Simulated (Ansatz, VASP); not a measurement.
Co: VASP beside Ansatz

Contents of INCAR:

```
SYSTEM = Co
ALGO     = Normal         ! electronic algorithm
EDIFF    = 1E-6           ! SCF threshold, eV
ENCUT    = 520            ! plane-wave cutoff, eV
GGA      = RP             ! functional
ISIF     = 2              ! what is computed and relaxed
ISMEAR   = -1             ! smearing method
ISPIN    = 2              ! spin polarisation
LASPH    = .True.         ! aspherical terms in the spheres
LCHARG   = .False.        ! write CHGCAR
LMAXMIX  = 4              ! l up to which the mixer works
LORBIT   = 11             ! projections on sites
LREAL    = .False.        ! projectors in reciprocal space
LWAVE    = .False.        ! write WAVECAR
MAGMOM   = 1.88           ! initial moments
NBANDS   = 14             ! bands
NELM     = 150            ! most SCF steps
PREC     = Accurate       ! precision mode
SIGMA    = 0.05           ! smearing width, eV
```

KPOINTS

```
k-points
0
Gamma
  17 17 17
  0 0 0
```

The input POSCAR:

```
Co
1.0
   -1.4567994278      1.4567994278      1.4567994278
    1.4567994278     -1.4567994278      1.4567994278
    1.4567994278      1.4567994278     -1.4567994278
Co
1
Direct
    0.0000000000      0.0000000000      0.0000000000
```

Input for Ansatz:

```yaml
crystal:
  lattice:
    - [-1.4567994278, 1.4567994278, 1.4567994278]
    - [1.4567994278, -1.4567994278, 1.4567994278]
    - [1.4567994278, 1.4567994278, -1.4567994278]
  atoms:
    - { symbol: Co, position: [0.0, 0.0, 0.0], spin: 1.88 }
hamiltonian:
  xc: rpbe
  pseudopotentials:
    kind: paw
    azcp:
      Co: "pseudopotentials/Co.paw.azcp"
basis:
  ecutwfc: 420
  fft_grid_basis: typed
kpoints:
  mp_grid: { grid: [17, 17, 17], shift: [0, 0, 0] }
magnetization:
  spin_polarized: true
scf:
  occupations: { method: fermi_dirac, width: 0.05 }
  lower_state_search: "off"
output:
  stress: true
  write_density: true
  write_potential: true
  elf: true
  volumetric_format: npy
```

Alike in both runs: task single point; functional RPBE; k mesh 17 × 17 × 17; occupations fermi-dirac, width 0.05 eV; collinear spin.

|  | VASP | Ansatz |
| --- | --- | --- |
| version | VASP 6.6.1 | Ansatz 0.2.0 |
| potentials or method | VASP PAW PBE potentials, release 64 (Co), cutoff 520 eV | plane waves (420 eV) with PAW, scalar-relativistic |
| valence electrons in the cell | 9 | 17 |

Ansatz gave:

| Quantity | Value |
| --- | --- |
| pressure (GPa) | -12.2 |
| net moment per atom (μB) | 1.82 |
| size of the moment on the site where the two differ most (μB) | 1.91 |

Task: Which values does VASP return?

Result: Pressure (GPa): -12.4; net moment per atom (μB): 1.80; size of the moment on the site where the two differ most (μB): 1.84.

VASP's potentials were made for PBE, not for RPBE. Site moments also hang on the region over which each program counts them. VASP's potentials hold 9 valence electrons a cell and Ansatz's 17, so a difference there can come from the potentials and not from the codes.
